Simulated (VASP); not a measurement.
# Ga (Im-3m) in VASP: a series of runs

Ga is run at these levels: r2SCAN; tasks: single point.

Everything below comes from runs of VASP 6.6.1. Logs are shortened: lines on timing, memory, paths and dates and some standing lists are left out, and cuts for length are marked.

## (1) The cell of the first run

It takes space group Im-3m (No. 229, cubic). The conventional cell has a = 3.314 Å, b = 3.314 Å, c = 3.314 Å, α = 90.00°, β = 90.00°, γ = 90.00°. Within 3.8 Å of Ga (site symmetry m-3m) lie 14 Ga at 2.87 to 3.31 Å.

## (2) Single point, r2SCAN

Contents of POSCAR:

```
Ga
1.0
   -1.6570776228      1.6570776228      1.6570776228
    1.6570776228     -1.6570776228      1.6570776228
    1.6570776228      1.6570776228     -1.6570776228
Ga
1
Direct
    0.0000000000      0.0000000000      0.0000000000
```

Contents of INCAR.step1:

```
SYSTEM = Ga
PREC = Accurate
ENCUT = 520
ISMEAR = -1
SIGMA = 0.1
LREAL = .False.
LASPH = .True.
NELM = 80
NBANDS = 12
GGA = PE
ALGO = Normal
EDIFF = 1E-4
LWAVE = .True.
LCHARG = .False.
```

Contents of INCAR.step2:

```
SYSTEM = Ga
PREC = Accurate
ENCUT = 520
EDIFF = 1E-6
ISMEAR = -1
SIGMA = 0.1
LREAL = .False.
LASPH = .True.
NELM = 80
ALGO = Normal
ISIF = 2
LWAVE = .False.
LCHARG = .False.
METAGGA = R2SCAN
LMIXTAU = .True.
NBANDS = 12
ISTART = 1
```

Contents of KPOINTS:

```
regular mesh
0
Gamma
  7 7 7
  0 0 0
```

Potentials or basis: VASP PAW PBE potentials, release 64 (Ga_d).

Started as:

```console
$ cat potpaw_PBE.64/Ga_d/POTCAR > POTCAR
$ cp INCAR.step1 INCAR
$ mpirun -np 1 vasp_std > vasp.out
$ cp INCAR.step2 INCAR
$ mpirun -np 1 vasp_std > vasp.out
```

OUTCAR:

```text
SYSTEM = Ga
   PREC = Accurate
   ENCUT = 520
   EDIFF = 1E-6
   ISMEAR = -1
   LREAL = .False.
   LASPH = .True.
   NELM = 80
   ISIF = 2
   METAGGA = R2SCAN
   ISTART = 1

 ion  position               nearest neighbor table
   1  0.000  0.000  0.000-

  LATTYP: Found a body centered cubic cell.
 ALAT       =     3.3141552456

  Lattice vectors:

 A1 = (  -1.6570776228,   1.6570776228,   1.6570776228)
 A2 = (   1.6570776228,  -1.6570776228,   1.6570776228)
 A3 = (   1.6570776228,   1.6570776228,  -1.6570776228)

Analysis of symmetry for initial positions (statically):
=====================================================================
 Subroutine PRICEL returns:
 Original cell was already a primitive cell.

 Routine SETGRP: Setting up the symmetry group for a
 body centered cubic supercell.

 Subroutine GETGRP returns: Found 48 space group operations
 (whereof 48 operations were pure point group operations)
 out of a pool of 48 trial point group operations.

The static configuration has the point symmetry O_h .

Analysis of symmetry for dynamics (positions and initial velocities):
=====================================================================
 Subroutine PRICEL returns:
 Original cell was already a primitive cell.

 Routine SETGRP: Setting up the symmetry group for a
 body centered cubic supercell.

 Subroutine GETGRP returns: Found 48 space group operations
 (whereof 48 operations were pure point group operations)
 out of a pool of 48 trial point group operations.

The dynamic configuration has the point symmetry O_h .

 Subroutine INISYM returns: Found 48 space group operations
 (whereof 48 operations are pure point group operations),
 and found     1 'primitive' translations

----------------------------------------------------------------------------------------

                                     Primitive cell

  volume of cell :      18.2007

  direct lattice vectors                    reciprocal lattice vectors
    -1.657077623  1.657077623  1.657077623     0.000000000  0.301736016  0.301736016
     1.657077623 -1.657077623  1.657077623     0.301736016  0.000000000  0.301736016
     1.657077623  1.657077623 -1.657077623     0.301736016  0.301736016  0.000000000

  length of vectors
     2.870142635  2.870142635  2.870142635     0.426719166  0.426719166  0.426719166

  position of ions in fractional coordinates (direct lattice)
     0.000000000  0.000000000  0.000000000

  ion indices of the primitive-cell ions
   primitive index   ion index
                 1           1

----------------------------------------------------------------------------------------

 KPOINTS: regular mesh

Automatic generation of k-mesh.
 Grid dimensions read from file:
 generate k-points for:    7    7    7

 Generating k-lattice:

  Cartesian coordinates                     Fractional coordinates (reciprocal lattice)
     0.000000000  0.043105145  0.043105145     0.142857143  0.000000000  0.000000000
     0.043105145  0.000000000  0.043105145     0.000000000  0.142857143  0.000000000
     0.043105145  0.043105145  0.000000000     0.000000000  0.000000000  0.142857143

  Length of vectors
     0.060959881  0.060959881  0.060959881

  Shift w.r.t. Gamma in fractional coordinates (k-lattice)
     0.000000000  0.000000000  0.000000000

 Subroutine IBZKPT returns following result:
 ===========================================

 Found     20 irreducible k-points:

 Following reciprocal coordinates:
            Coordinates               Weight
  0.000000  0.000000  0.000000      1.000000
  0.142857  0.000000  0.000000     12.000000
  0.285714  0.000000  0.000000     12.000000
  0.428571  0.000000  0.000000     12.000000
  0.142857  0.142857  0.000000     24.000000
  0.285714  0.142857  0.000000     48.000000
[... 12 lines left out ...]
 -0.428571 -0.428571  0.285714      8.000000
 -0.428571  0.428571  0.428571      6.000000
   k-points           NKPTS =     20   k-points in BZ     NKDIM =     20   number of bands    NBANDS=     12
   number of dos      NEDOS =    301   number of ions     NIONS =      1
   total plane-waves  NPLWV =  13824
   dimension x,y,z NGX =    24 NGY =   24 NGZ =   24
   dimension x,y,z NGXF=    48 NGYF=   48 NGZF=   48
   ions per type =               1
   NGX,Y,Z   is equivalent  to a cutoff of  13.90, 13.90, 13.90 a.u.
   NGXF,Y,Z  is equivalent  to a cutoff of  27.80, 27.80, 27.80 a.u.
 SYSTEM =  Ga
   PREC   = accura    normal or accurate (medium, high low for compatibility)
   ISTART =      1    job   : 0-new  1-cont  2-samecut
   ICHARG =      0    charge: 1-file 2-atom 10-const
   ISPIN  =      1    spin polarized calculation?
   LNONCOLLINEAR =      F non collinear calculations
   LSORBIT =      F    spin-orbit coupling
   LASPH  =      T    aspherical Exc in radial PAW
   ENCUT  =  520.0 eV  38.22 Ry    6.18 a.u.   5.34  5.34  5.34*2*pi/ulx,y,z
   NELM   =     80;   NELMIN=  2; NELMDL=  0     # of ELM steps
   EDIFF  = 0.1E-05   stopping-criterion for ELM
   LREAL  =      F    real-space projection
   EDIFFG = 0.1E-04   stopping-criterion for IOM
   NSW    =      0    number of steps for IOM
   IBRION =     -1    ionic relax: 0-MD 1-quasi-New 2-CG
   NFREE  =      0    steps in history (QN), initial steepest desc. (CG)
   ISIF   =      2    stress and relaxation
   ISYM   =      2    0-nonsym 1-usesym 2-fastsym
   POTIM  = 0.5000    time-step for ionic-motion
   TEBEG  =    0.0;   TEEND  =   0.0 temperature during run
   PSTRESS=    0.0 pullay stress
   NELECT =      13.0000    total number of electrons
   NUPDOWN=      -1.0000    fix difference up-down
   EMIN   =  10.00;   EMAX   =-10.00  energy-range for DOS
   EFERMI =   0.00;   METHOD = LEGACY
   ISMEAR =    -1;   SIGMA  =   0.10  broadening in eV -4-tet -1-fermi 0-gaus
   EFERMI_NEDOS =   21; number of points for ismear=-14 and -15
   IALGO  =     38    algorithm
   IMIX   =      4    mixing-type and parameters
     AMIX     =   0.40;   BMIX     =  1.00
     AMIX_MAG =   1.60;   BMIX_MAG =  1.00
  volume/ion in A,a.u.               =      18.20       122.82
  Fermi-wavevector in a.u.,A,eV,Ry     =   1.463389  2.765404 29.136974  2.141507
  Thomas-Fermi vector in A             =   2.579490
   LORBIT       =      0    0 simple, 1 ext, 2 COOP (PROOUT), +10 PAW based schemes
   METAGGA = R2SCAN    functional components
   LHFCALC =     F    Hartree Fock is set to
   AEXX    =    0.0000 exact exchange contribution
   IVDW    =     0    specifies the selected vdW correction
   LEPSILON=     F    determine dielectric tensor
   LRPA    =     F    only Hartree local field effects (RPA)
 non-spin polarized calculation
  energy-cutoff  :      520.00
  volume of cell :       18.20
 maximum number of plane-waves:       498
 NGX is ok and might be reduce to    24
   NGX = 11   NGY = 11   NGZ = 11

 number of electron      13.0000006 magnetization

 Free energy of the ion-electron system (eV)
  ---------------------------------------------------
  ext. energy  EPLUGINS =         0.00000000
  ---------------------------------------------------
  free energy    TOTEN  =       -11.25254495 eV

  energy without entropy =      -11.23214157  energy(sigma->0) =      -11.24234326

 E-fermi :   5.8567     XC(G=0): -12.4067

 val. band max:        5.7406393232   @ k =  -0.4286  -0.4286   0.2857
 cond. band min:       5.9509500927   @ k =  -0.4286   0.4286   0.2857
 fundamental gap:      0.2103107694
 Fermi energy:         5.8566701234

 k-point     1 :       0.0000    0.0000    0.0000
  band No.  band energies     occupation
      1      -9.7196      2.00000
      2      -9.7196      2.00000
      3      -9.7196      2.00000
      4      -9.5056      2.00000
      5      -9.5056      2.00000
      6      -6.1463      2.00000
      7      19.5921      0.00000
      8      19.5921      0.00000
      9      19.5922      0.00000
     10      24.0927      0.00000
     11      24.0927      0.00000
     12      24.0928      0.00000

 k-point     2 :       0.1429    0.0000    0.0000
  band No.  band energies     occupation
      1      -9.7382      2.00000
      2      -9.7113      2.00000
      3      -9.6568      2.00000
      4      -9.5227      2.00000
      5      -9.5057      2.00000
      6      -5.5405      2.00000
      7      15.2133      0.00000
      8      17.4173      0.00000
      9      18.6144      0.00000
     10      21.1874      0.00000
     11      21.2886      0.00000
     12      23.9134      0.00000

 k-point     3 :       0.2857    0.0000    0.0000
  band No.  band energies     occupation
      1      -9.7800      2.00000
      2      -9.7351      2.00000
      3      -9.5351      2.00000
      4      -9.5118      2.00000
      5      -9.5053      2.00000
      6      -3.6983      2.00000
      7       9.0237      0.00000
      8      14.9394      0.00000
      9      16.8548      0.00000
     10      19.1022      0.00000
     11      19.5639      0.00000
     12      25.2983      0.00000
[... 226 lines left out ...]
 k-point    19 :      -0.4286   -0.4286    0.2857
  band No.  band energies     occupation
      1      -9.7703      2.00000
      2      -9.7703      2.00000
      3      -9.5463      2.00000
      4      -9.4246      2.00000
      5      -9.4246      2.00000
      6       4.5089      2.00000
      7       5.7406      1.52305
      8       5.7406      1.52278
      9      12.6621      0.00000
     10      15.2815      0.00000
     11      15.2816      0.00000
     12      26.8860      0.00000

 k-point    20 :      -0.4286    0.4286    0.4286
  band No.  band energies     occupation
      1      -9.8219      2.00000
      2      -9.8078      2.00000
      3      -9.4310      2.00000
      4      -9.4310      2.00000
      5      -9.4212      2.00000
      6       4.5781      1.99999
      7       7.7924      0.00000
      8       7.7925      0.00000
      9       9.1905      0.00000
     10      12.1576      0.00000
     11      14.3032      0.00000
     12      32.9648      0.00000

------------------------ aborting loop because EDIFF is reached ----------------------------------------

  FORCE on cell =-STRESS in cart. coord.  units (eV):
  Direction    XX          YY          ZZ          XY          YZ          ZX
  --------------------------------------------------------------------------------------
  -------------------------------------------------------------------------------------
  Total        0.0379213      0.0379213      0.0379213      0.0000000      0.0000000     -0.0000000
  in kB        3.3381412      3.3381412      3.3381412      0.0000000      0.0000000     -0.0000000
  external PRESSURE =       3.3381412 kB  Pullay stress =       0.0000000 kB

 VOLUME and BASIS-vectors are now :
 -----------------------------------------------------------------------------
  energy-cutoff  :      520.00
  volume of cell :       18.20
      direct lattice vectors                 reciprocal lattice vectors
    -1.657077623  1.657077623  1.657077623     0.000000000  0.301736016  0.301736016
     1.657077623 -1.657077623  1.657077623     0.301736016  0.000000000  0.301736016
     1.657077623  1.657077623 -1.657077623     0.301736016  0.301736016  0.000000000

 POSITION                                       TOTAL-FORCE (eV/Angst)
 -----------------------------------------------------------------------------------
      0.00000      0.00000      0.00000        -0.000000      0.000000      0.000000
 -----------------------------------------------------------------------------------
    total drift:                                0.000000      0.000000     -0.000000

  FREE ENERGIE OF THE ION-ELECTRON SYSTEM (eV)
  ---------------------------------------------------
  free  energy   TOTEN  =       -11.2525449458 eV

  energy  without entropy=      -11.2321415660  energy(sigma->0) =      -11.24234326
```

Run time: 15 s. Hardware: 1 thread of Intel Xeon Platinum 8259CL at 2.50GHz (Skylake/Cascade Lake), shared host; peak memory 0.14 GiB.

What came out:

| Quantity | Value |
| --- | --- |
| Free energy | -11.2525 eV |
| Pressure | 0.3 GPa |

Caveat: the k points lie up to 0.38 Å⁻¹ apart; the PAW data sets were made with another functional, which shifts forces and pressure a little.

## (3) Single point, r2SCAN

Contents of POSCAR:

```
Ga
1.0
   -1.6570776211      1.6570776211      1.6570776211
    1.6570776211     -1.6570776211      1.6570776211
    1.6570776211      1.6570776211     -1.6570776211
Ga
1
Direct
    0.0000000000      0.0000000000      0.0000000000
```

Contents of INCAR.step1:

```
SYSTEM = Ga
ALGO     = Normal         ! electronic algorithm
EDIFF    = 1E-4           ! SCF threshold, eV
ENCUT    = 520            ! plane-wave cutoff, eV
GGA      = PE             ! functional
ISMEAR   = -1             ! smearing method
LASPH    = .True.         ! aspherical terms in the spheres
LCHARG   = .False.        ! write CHGCAR
LREAL    = .False.        ! projectors in reciprocal space
LWAVE    = .True.         ! write WAVECAR
NBANDS   = 12             ! bands
NELM     = 100            ! most SCF steps
PREC     = Accurate       ! precision mode
SIGMA    = 0.1            ! smearing width, eV
```

Contents of INCAR.step2:

```
SYSTEM = Ga
ALGO     = Normal         ! electronic algorithm
EDIFF    = 1E-6           ! SCF threshold, eV
ENCUT    = 520            ! plane-wave cutoff, eV
ISIF     = 2              ! what is computed and relaxed
ISMEAR   = -1             ! smearing method
ISTART   = 1            
LASPH    = .True.         ! aspherical terms in the spheres
LCHARG   = .True.         ! write CHGCAR
LELF     = .True.         ! ELF
LMIXTAU  = .True.       
LREAL    = .False.        ! projectors in reciprocal space
LVHAR    = .True.       
LWAVE    = .False.        ! write WAVECAR
METAGGA  = R2SCAN         ! meta-GGA
NBANDS   = 12             ! bands
NELM     = 100            ! most SCF steps
PREC     = Accurate       ! precision mode
SIGMA    = 0.1            ! smearing width, eV
```

Contents of KPOINTS:

```
k-points
0
Gamma
  13 13 13
  0 0 0
```

Potentials or basis: VASP PAW PBE potentials, release 64 (Ga_d).

Started as:

```console
$ cat potpaw_PBE.64/Ga_d/POTCAR > POTCAR
$ cp INCAR.step1 INCAR
$ mpirun -np 1 vasp_std > vasp.out
$ cp INCAR.step2 INCAR
$ mpirun -np 1 vasp_std > vasp.out
```

Run time: 39 s. Hardware: 1 thread of Intel Xeon Platinum 8259CL at 2.50GHz (Skylake/Cascade Lake), shared host; peak memory 0.15 GiB.

The run converged. Its results:

- Free energy: -11.2805 eV
- Pressure: 0.1 GPa

Levels at points of the mesh, in eV from the Fermi level:
```tsv
k point	band 2	band 3	band 4	band 5	band 6	band 7	band 8	band 9	band 10	band 11
(0.00, 0.00, 0.00)	-15.55	-15.55	-15.33	-15.33	-11.98	13.77	13.77	13.77	18.27	18.27
```

Caveat: the PAW data sets were made with another functional, which shifts forces and pressure a little.

## (4) Single point, r2SCAN (volume scaled by 0.88)

Contents of POSCAR:

```
Ga
1.0
   -1.5879509237      1.5879509237      1.5879509237
    1.5879509237     -1.5879509237      1.5879509237
    1.5879509237      1.5879509237     -1.5879509237
Ga
1
Direct
    0.0000000000      0.0000000000      0.0000000000
```

Contents of INCAR.step1:

```
PREC = Accurate ; ENCUT = 520
ISMEAR = -1 ; SIGMA = 0.1
LREAL = F ; LASPH = T
NELM = 100 ; NBANDS = 12
GGA = PE ; ALGO = Normal
EDIFF = 1E-4 ; LWAVE = T
LCHARG = F
```

Contents of INCAR.step2:

```
PREC = Accurate ; ENCUT = 520
EDIFF = 1E-6 ; ISMEAR = -1
SIGMA = 0.1 ; LREAL = F
LASPH = T ; NELM = 100
ALGO = Normal ; ISIF = 2
LWAVE = F ; LCHARG = F
METAGGA = R2SCAN ; LMIXTAU = T
NBANDS = 12 ; ISTART = 1
```

Contents of KPOINTS:

```
regular mesh
0
Gamma
  15 15 15
```

Started as:

```console
$ cat potpaw_PBE.64/Ga_d/POTCAR > POTCAR
$ cp INCAR.step1 INCAR
$ mpirun -np 1 vasp_std > vasp.out
$ cp INCAR.step2 INCAR
$ mpirun -np 1 vasp_std > vasp.out
```

Run time: 52 s. Hardware: 1 thread of Intel Xeon Platinum 8259CL at 2.50GHz (Skylake/Cascade Lake), shared host; peak memory 0.14 GiB.

It converged, with:

| Quantity | Value |
| --- | --- |
| Free energy | -11.2213 eV |
| Pressure | 9.9 GPa |

Levels at points of the mesh, in eV from the Fermi level:
```csv
k point,band 4,band 5,band 6,band 7,band 8,band 9
"(0.00, 0.00, 0.00)",-15.44,-15.44,-13.11,15.59,15.59,15.59
```

Caveat: the PAW data sets were made with another functional, which shifts forces and pressure a little.

[end of part 1 of 2]
